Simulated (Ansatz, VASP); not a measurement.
# CaO in VASP and in Ansatz

Contents of INCAR:

```
SYSTEM = CaO
PREC = Accurate ; ENCUT = 520
EDIFF = 1E-7 ; ISMEAR = 0
SIGMA = 0.01 ; LREAL = .False.
LASPH = .True. ; NELM = 60
ALGO = Normal ; ISIF = 2
LWAVE = .False. ; LCHARG = .False.
GGA = PE ; NBANDS = 24
```

The input KPOINTS:

```
regular mesh
0
Gamma
  6 6 4
  0 0 0
```

POSCAR

```
CaO
1.0
    4.0031435928      0.0000000000      0.0000000000
   -2.0015717964      3.4668240464      0.0000000000
    0.0000000000      0.0000000000      4.8101069543
Ca O
2 2
Direct
    0.3333333333      0.6666666667     -0.0624994791
    0.6666666667      0.3333333333      0.4375005209
    0.3333333333      0.6666666667      0.4374994791
    0.6666666667      0.3333333333      0.9374994791
```

Input for Ansatz:

```yaml
crystal:
  lattice:
    - [4.0031435928, 0.0, 0.0]
    - [-2.0015717964, 3.4668240464, 0.0]
    - [0.0, 0.0, 4.8101069543]
  atoms:
    - { symbol: Ca, position: [0.3333333333, 0.6666666667, -0.0624994791] }
    - { symbol: Ca, position: [0.6666666667, 0.3333333333, 0.4375005209] }
    - { symbol: O, position: [0.3333333333, 0.6666666667, 0.4374994791] }
    - { symbol: O, position: [0.6666666667, 0.3333333333, 0.9374994791] }
kpoints:
  mp_grid: { grid: [6, 6, 4] }
hamiltonian:
  xc: pbe
scf:
  occupations: { method: fixed }
  n_extra_bands: 5
output:
  forces: true
  stress: true
  eigenvalues: true
```

Alike in both runs: task single point; functional PBE; k mesh 6 × 6 × 4; no spin polarisation.

|  | VASP | Ansatz |
| --- | --- | --- |
| version | VASP 6.6.1 | Ansatz 0.2.0 |
| potentials or method | VASP PAW PBE potentials, release 64 (Ca_sv, O) | plane waves, PAW |
| plane-wave cutoff (eV) | 520 | 420 |
| occupations | gaussian, width 0.01 eV | fixed |
| valence electrons in the cell | 32 | 32 |

```tsv
	VASP	Ansatz	Ansatz less VASP
gap on the k mesh at the Fermi level (eV)	3.13	3.14	+0.014
pressure (GPa)	0.5	0.0	-0.48
traceless stress, the component that is largest in VASP (GPa)	-0.04	-0.05	-0.009
```

Ansatz's warnings: structure snapped to symmetry.
